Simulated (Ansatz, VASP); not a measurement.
## Two plane-wave programs on H2CO

```
C O H
1.0
     8.75382    0.00000    0.00000
     0.00000    8.75382    0.00000
     0.00000    0.00000    8.75382
C O H
8 8 16
Cartesian
  4.7089 6.7089 5.0770
  3.2100 1.6661 3.9889
  1.9131 7.5169 7.1756
  0.6504 5.3864 3.4311
  5.4363 6.1126 1.6977
  7.2717 2.5105 1.2668
  1.9258 3.9211 7.9600
  8.1801 1.4057 5.0505
  3.7364 6.0618 4.9611
  5.6838 7.3491 5.1908
  3.0299 0.6131 4.4729
  3.3919 2.7162 3.5033
  0.8622 7.2972 6.7115
  2.9639 7.7423 7.6436
  0.5994 4.8133 4.4518
  0.6966 5.9564 2.4071
  6.3495 5.9080 1.1283
  5.2677 5.3055 2.4205
  4.5810 6.1726 1.0152
  5.5500 7.0674 2.2232
  8.1586 3.1505 1.3449
  7.3237 1.9291 0.3400
  6.3736 3.1381 1.2541
  7.2343 1.8306 2.1250
  2.2833 4.6103 8.7345
  1.4518 3.0556 8.4371
  2.7729 3.5854 7.3500
  1.1942 4.4267 7.3208
  8.1839 0.8234 5.9775
  8.5471 0.7764 4.2320
  8.8203 2.2878 5.1589
  7.1567 1.7291 4.8289
```

Alike in both runs: functional PBE; dispersion D3(BJ); k mesh 1 × 1 × 1; occupations fermi-dirac, width 0.02 eV; no spin polarisation.

Ansatz relaxed the structure, and its values are those at the end. VASP's run is a single point on that final structure, the one shown.

|  | VASP | Ansatz |
| --- | --- | --- |
| version | VASP 6.6.1 | Ansatz 0.2.0 |
| potentials or method | VASP PAW PBE potentials, release 64 (C_h, O_h, H_h), cutoff 1000 eV | scalar-relativistic, plane waves, PAW |
| valence electrons in the cell | 96 | 96 |

```csv
,VASP,Ansatz,Ansatz less VASP
rms of the force components (eV/Å),0.051,0.053,+0.0019
```
